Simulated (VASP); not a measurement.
# KTaO3 (Pm-3m) in VASP: a series of runs

The runs below take KTaO3 through single point, with PBE.

All numbers are computed with VASP 6.6.1; they aren't measurements. Logs are shortened: lines on timing, memory, paths and dates and some standing lists are left out, and cuts for length are marked.

### Step 1. The cell of the first run

It takes space group Pm-3m (No. 221, cubic). The conventional cell has a = 4.041 Å, b = 4.041 Å, c = 4.041 Å, α = 90.00°, β = 90.00°, γ = 90.00°. Ta (site symmetry m-3m) has 6 O at 2.02 Å within 2.7 Å. Within 3.8 Å of K (site symmetry m-3m) lie 12 O at 2.86 Å and 8 Ta at 3.50 Å. Within 2.7 Å of O (site symmetry 4/mmm) lie 2 Ta at 2.02 Å.

### Step 2. Single point, PBE

Contents of INCAR:

```
ALGO = Normal
EDIFF = 1E-6
ENCUT = 520
GGA = PE
ISIF = 2
ISMEAR = -1
LASPH = T
LCHARG = T
LELF = T
LREAL = F
LVHAR = T
LWAVE = F
NBANDS = 27
NELM = 60
PREC = Accurate
SIGMA = 0.05
```

Contents of KPOINTS:

```
k-points
0
Gamma
  7 7 7
```

Contents of POSCAR:

```
KTaO3
1.0
    4.0407836503      0.0000000000      0.0000000000
    0.0000000000      4.0407836503      0.0000000000
    0.0000000000      0.0000000000      4.0407836503
Ta K O
1 1 3
Direct
    0.0000000000      0.0000000000      0.0000000000
    0.5000000000      0.5000000000      0.5000000000
    0.0000000000      0.0000000000      0.5000000000
    0.0000000000      0.5000000000      0.0000000000
    0.5000000000      0.0000000000      0.0000000000
```

Potentials or basis: VASP PAW PBE potentials, release 64 (Ta_pv, K_sv, O).

Run with:

```console
> cat potpaw_PBE.64/Ta_pv/POTCAR potpaw_PBE.64/K_sv/POTCAR potpaw_PBE.64/O/POTCAR > POTCAR
> mpirun -np 1 vasp_std > vasp.out
```

OUTCAR:

```text
EDIFF = 1E-6
   ENCUT = 520
   GGA = PE
   ISIF = 2
   ISMEAR = -1
   LASPH = T
   LREAL = F
   NELM = 60
   PREC = Accurate

 ion  position               nearest neighbor table
   1  0.000  0.000  0.000-   3 2.02   4 2.02   5 2.02   3 2.02   4 2.02   5 2.02   2 3.50   2 3.50
                             2 3.50   2 3.50   2 3.50   2 3.50   2 3.50   2 3.50
   2  0.500  0.500  0.500-   3 2.86   4 2.86   5 2.86   4 2.86   5 2.86   3 2.86   5 2.86   5 2.86
                             3 2.86   4 2.86   4 2.86   3 2.86   1 3.50   1 3.50   1 3.50   1 3.50
   3  0.000  0.000  0.500-   1 2.02   1 2.02   2 2.86   2 2.86   2 2.86   2 2.86
   4  0.000  0.500  0.000-   1 2.02   1 2.02   2 2.86   2 2.86   2 2.86   2 2.86
   5  0.500  0.000  0.000-   1 2.02   1 2.02   2 2.86   2 2.86   2 2.86   2 2.86

  LATTYP: Found a simple cubic cell.
 ALAT       =     4.0407836503

  Lattice vectors:

 A1 = (   4.0407836503,   0.0000000000,   0.0000000000)
 A2 = (   0.0000000000,   4.0407836503,   0.0000000000)
 A3 = (   0.0000000000,   0.0000000000,   4.0407836503)

Analysis of symmetry for initial positions (statically):
=====================================================================
 Subroutine PRICEL returns:
 Original cell was already a primitive cell.

 Routine SETGRP: Setting up the symmetry group for a
 simple cubic supercell.

 Subroutine GETGRP returns: Found 48 space group operations
 (whereof 48 operations were pure point group operations)
 out of a pool of 48 trial point group operations.

The static configuration has the point symmetry O_h .

Analysis of symmetry for dynamics (positions and initial velocities):
=====================================================================
 Subroutine PRICEL returns:
 Original cell was already a primitive cell.

 Routine SETGRP: Setting up the symmetry group for a
 simple cubic supercell.

 Subroutine GETGRP returns: Found 48 space group operations
 (whereof 48 operations were pure point group operations)
 out of a pool of 48 trial point group operations.

The dynamic configuration has the point symmetry O_h .

 Subroutine INISYM returns: Found 48 space group operations
 (whereof 48 operations are pure point group operations),
 and found     1 'primitive' translations

----------------------------------------------------------------------------------------

                                     Primitive cell

  volume of cell :      65.9776

  direct lattice vectors                    reciprocal lattice vectors
     4.040783650  0.000000000  0.000000000     0.247476749  0.000000000  0.000000000
     0.000000000  4.040783650  0.000000000     0.000000000  0.247476749  0.000000000
     0.000000000  0.000000000  4.040783650     0.000000000  0.000000000  0.247476749

  length of vectors
     4.040783650  4.040783650  4.040783650     0.247476749  0.247476749  0.247476749

  position of ions in fractional coordinates (direct lattice)
     0.000000000  0.000000000  0.000000000
     0.500000000  0.500000000  0.500000000
     0.000000000  0.000000000  0.500000000
     0.000000000  0.500000000  0.000000000
     0.500000000  0.000000000  0.000000000

  ion indices of the primitive-cell ions
   primitive index   ion index
                 1           1
                 2           2
                 3           3
                 4           4
                 5           5

----------------------------------------------------------------------------------------

 KPOINTS: k-points

Automatic generation of k-mesh.
 Grid dimensions read from file:
 generate k-points for:    7    7    7

 Generating k-lattice:

  Cartesian coordinates                     Fractional coordinates (reciprocal lattice)
     0.035353821  0.000000000  0.000000000     0.142857143  0.000000000  0.000000000
     0.000000000  0.035353821  0.000000000     0.000000000  0.142857143  0.000000000
     0.000000000  0.000000000  0.035353821     0.000000000  0.000000000  0.142857143

  Length of vectors
     0.035353821  0.035353821  0.035353821

  Shift w.r.t. Gamma in fractional coordinates (k-lattice)
     0.000000000  0.000000000  0.000000000

 Subroutine IBZKPT returns following result:
 ===========================================

 Found     20 irreducible k-points:

 Following reciprocal coordinates:
            Coordinates               Weight
  0.000000  0.000000  0.000000      1.000000
  0.142857  0.000000  0.000000      6.000000
  0.285714  0.000000  0.000000      6.000000
  0.428571  0.000000  0.000000      6.000000
  0.142857  0.142857  0.000000     12.000000
  0.285714  0.142857  0.000000     24.000000
[... 12 lines left out ...]
  0.428571  0.428571  0.285714     24.000000
  0.428571  0.428571  0.428571      8.000000
   k-points           NKPTS =     20   k-points in BZ     NKDIM =     20   number of bands    NBANDS=     27
   number of dos      NEDOS =    301   number of ions     NIONS =      5
   total plane-waves  NPLWV =  27000
   dimension x,y,z NGX =    30 NGY =   30 NGZ =   30
   dimension x,y,z NGXF=    60 NGYF=   60 NGZF=   60
   ions per type =               1   1   3
   NGX,Y,Z   is equivalent  to a cutoff of  12.34, 12.34, 12.34 a.u.
   NGXF,Y,Z  is equivalent  to a cutoff of  24.69, 24.69, 24.69 a.u.
 SYSTEM =  unknown system
   PREC   = accura    normal or accurate (medium, high low for compatibility)
   ISTART =      0    job   : 0-new  1-cont  2-samecut
   ICHARG =      2    charge: 1-file 2-atom 10-const
   ISPIN  =      1    spin polarized calculation?
   LNONCOLLINEAR =      F non collinear calculations
   LSORBIT =      F    spin-orbit coupling
   LASPH  =      T    aspherical Exc in radial PAW
   ENCUT  =  520.0 eV  38.22 Ry    6.18 a.u.   7.51  7.51  7.51*2*pi/ulx,y,z
   NELM   =     60;   NELMIN=  2; NELMDL= -5     # of ELM steps
   EDIFF  = 0.1E-05   stopping-criterion for ELM
   LREAL  =      F    real-space projection
   EDIFFG = 0.1E-04   stopping-criterion for IOM
   NSW    =      0    number of steps for IOM
   IBRION =     -1    ionic relax: 0-MD 1-quasi-New 2-CG
   NFREE  =      0    steps in history (QN), initial steepest desc. (CG)
   ISIF   =      2    stress and relaxation
   ISYM   =      2    0-nonsym 1-usesym 2-fastsym
   POTIM  = 0.5000    time-step for ionic-motion
   TEBEG  =    0.0;   TEEND  =   0.0 temperature during run
   PSTRESS=    0.0 pullay stress
   NELECT =      38.0000    total number of electrons
   NUPDOWN=      -1.0000    fix difference up-down
   EMIN   =  10.00;   EMAX   =-10.00  energy-range for DOS
   EFERMI =   0.00;   METHOD = LEGACY
   ISMEAR =    -1;   SIGMA  =   0.05  broadening in eV -4-tet -1-fermi 0-gaus
   EFERMI_NEDOS =   21; number of points for ismear=-14 and -15
   IALGO  =     38    algorithm
   IMIX   =      4    mixing-type and parameters
     AMIX     =   0.40;   BMIX     =  1.00
     AMIX_MAG =   1.60;   BMIX_MAG =  1.00
  volume/ion in A,a.u.               =      13.20        89.05
  Fermi-wavevector in a.u.,A,eV,Ry     =   1.362084  2.573965 25.242504  1.855272
  Thomas-Fermi vector in A             =   2.488604
   LORBIT       =      0    0 simple, 1 ext, 2 COOP (PROOUT), +10 PAW based schemes
   GGA     = PE    functional components
   LHFCALC =     F    Hartree Fock is set to
   AEXX    =    0.0000 exact exchange contribution
   IVDW    =     0    specifies the selected vdW correction
   LEPSILON=     F    determine dielectric tensor
   LRPA    =     F    only Hartree local field effects (RPA)
 non-spin polarized calculation
  energy-cutoff  :      520.00
  volume of cell :       65.98
 maximum number of plane-waves:      1800
 NGX is ok and might be reduce to    30
   NGX = 15   NGY = 15   NGZ = 15

 number of electron      37.9999981 magnetization

 Free energy of the ion-electron system (eV)
  ---------------------------------------------------
  ext. energy  EPLUGINS =         0.00000000
  ---------------------------------------------------
  free energy    TOTEN  =       -41.06546035 eV

  energy without entropy =      -41.06546034  energy(sigma->0) =      -41.06546034

 E-fermi :   2.5653     XC(G=0): -10.6710

 val. band max:        1.4829083725   @ k =   0.4286   0.4286   0.4286
 cond. band min:       3.6257692760   @ k =   0.0000   0.0000   0.0000
 fundamental gap:      2.1428609035
 Fermi energy:         2.5652804269

 k-point     1 :       0.0000    0.0000    0.0000
  band No.  band energies     occupation
      1     -32.7633      2.00000
      2     -32.7633      2.00000
      3     -32.7633      2.00000
      4     -25.8200      2.00000
      5     -15.8720      2.00000
      6     -15.1789      2.00000
[... 19 lines left out ...]
     26       9.6031      0.00000
     27       9.6031      0.00000

 k-point     2 :       0.1429    0.0000    0.0000
  band No.  band energies     occupation
      1     -32.7774      2.00000
      2     -32.7627      2.00000
      3     -32.7627      2.00000
      4     -25.8159      2.00000
      5     -15.8171      2.00000
      6     -15.1752      2.00000
[... 19 lines left out ...]
     26       9.8440      0.00000
     27       9.8798      0.00000

 k-point     3 :       0.2857    0.0000    0.0000
  band No.  band energies     occupation
      1     -32.8089      2.00000
      2     -32.7616      2.00000
      3     -32.7616      2.00000
      4     -25.8065      2.00000
      5     -15.7595      2.00000
      6     -15.1666      2.00000
[... 19 lines left out ...]
     26      10.4112      0.00000
     27      10.8206      0.00000

 k-point     4 :       0.4286    0.0000    0.0000
  band No.  band energies     occupation
      1     -32.8339      2.00000
      2     -32.7606      2.00000
      3     -32.7606      2.00000
      4     -25.7990      2.00000
      5     -15.7521      2.00000
      6     -15.1598      2.00000
[... 19 lines left out ...]
     26      10.8993      0.00000
     27      11.9862      0.00000

 k-point     5 :       0.1429    0.1429    0.0000
  band No.  band energies     occupation
      1     -32.7770      2.00000
      2     -32.7767      2.00000
      3     -32.7622      2.00000
      4     -25.8121      2.00000
      5     -15.7488      2.00000
      6     -15.1168      2.00000
[... 19 lines left out ...]
     26      10.0763      0.00000
     27      10.1288      0.00000

 k-point     6 :       0.2857    0.1429    0.0000
  band No.  band energies     occupation
      1     -32.8083      2.00000
      2     -32.7756      2.00000
      3     -32.7610      2.00000
      4     -25.8035      2.00000
      5     -15.6687      2.00000
      6     -15.0894      2.00000
[... 324 lines left out ...]
      1     -32.8054      2.00000
      2     -32.8048      2.00000
      3     -32.8048      2.00000
      4     -25.7882      2.00000
      5     -15.0822      2.00000
      6     -14.7200      2.00000
[... 19 lines left out ...]
     26      11.7466      0.00000
     27      11.7467      0.00000

 k-point    18 :       0.4286    0.2857    0.2857
  band No.  band energies     occupation
      1     -32.8298      2.00000
      2     -32.8041      2.00000
      3     -32.8038      2.00000
      4     -25.7835      2.00000
      5     -14.9740      2.00000
      6     -14.7031      2.00000
[... 19 lines left out ...]
     26      11.7656      0.00000
     27      12.3150      0.00000

 k-point    19 :       0.4286    0.4286    0.2857
  band No.  band energies     occupation
      1     -32.8287      2.00000
      2     -32.8286      2.00000
      3     -32.8030      2.00000
      4     -25.7792      2.00000
      5     -14.8292      2.00000
      6     -14.4620      2.00000
[... 19 lines left out ...]
     26      12.0967      0.00000
     27      12.5780      0.00000

 k-point    20 :       0.4286    0.4286    0.4286
  band No.  band energies     occupation
      1     -32.8277      2.00000
      2     -32.8276      2.00000
      3     -32.8276      2.00000
      4     -25.7748      2.00000
      5     -14.4731      2.00000
      6     -14.4178      2.00000
[... 19 lines left out ...]
     26      12.3727      0.00000
     27      13.3866      0.00000

------------------------ aborting loop because EDIFF is reached ----------------------------------------

  FORCE on cell =-STRESS in cart. coord.  units (eV):
  Direction    XX          YY          ZZ          XY          YZ          ZX
  --------------------------------------------------------------------------------------
  -------------------------------------------------------------------------------------
  Total       -0.6933044     -0.6933044     -0.6933044      0.0000000     -0.0000000      0.0000000
  in kB      -16.8359542    -16.8359542    -16.8359542      0.0000000     -0.0000000      0.0000000
  external PRESSURE =     -16.8359542 kB  Pullay stress =       0.0000000 kB

 VOLUME and BASIS-vectors are now :
 -----------------------------------------------------------------------------
  energy-cutoff  :      520.00
  volume of cell :       65.98
      direct lattice vectors                 reciprocal lattice vectors
     4.040783650  0.000000000  0.000000000     0.247476749  0.000000000  0.000000000
     0.000000000  4.040783650  0.000000000     0.000000000  0.247476749  0.000000000
     0.000000000  0.000000000  4.040783650     0.000000000  0.000000000  0.247476749

 POSITION                                       TOTAL-FORCE (eV/Angst)
 -----------------------------------------------------------------------------------
      0.00000      0.00000      0.00000         0.000000      0.000000      0.000000
      2.02039      2.02039      2.02039         0.000000      0.000000      0.000000
      0.00000      0.00000      2.02039         0.000000      0.000000      0.000000
      0.00000      2.02039      0.00000         0.000000      0.000000      0.000000
      2.02039      0.00000      0.00000         0.000000      0.000000      0.000000
 -----------------------------------------------------------------------------------
    total drift:                                0.000000     -0.000000      0.000000

  FREE ENERGIE OF THE ION-ELECTRON SYSTEM (eV)
  ---------------------------------------------------
  free  energy   TOTEN  =       -41.0654603450 eV

  energy  without entropy=      -41.0654603449  energy(sigma->0) =      -41.06546034
```

Run time: 33 s. Hardware: 1 thread of Intel Xeon Platinum 8259CL at 2.50GHz (Skylake/Cascade Lake), shared host; peak memory 0.18 GiB.

Results:

```
Free energy            : -41.0655 eV
Pressure               : -1.7 GPa
Band gap on the k mesh : 2.14 eV, indirect (least direct gap 2.72 eV)
```

Levels at points of the mesh, in eV from the valence-band top:
```tsv
k point	band 15	band 16	band 17	band 18	band 19	band 20	band 21	band 22	band 23	band 24
(0.00, 0.00, 0.00)	-0.94	-0.94	-0.58	-0.58	-0.58	2.14	2.14	2.14	6.37	6.37
```

Caveat: spin-orbit coupling is left out, which moves the levels of the heavy elements. A hybrid or GW would open this gap; PBE tends to underestimate it.

[end of part 1 of 2]
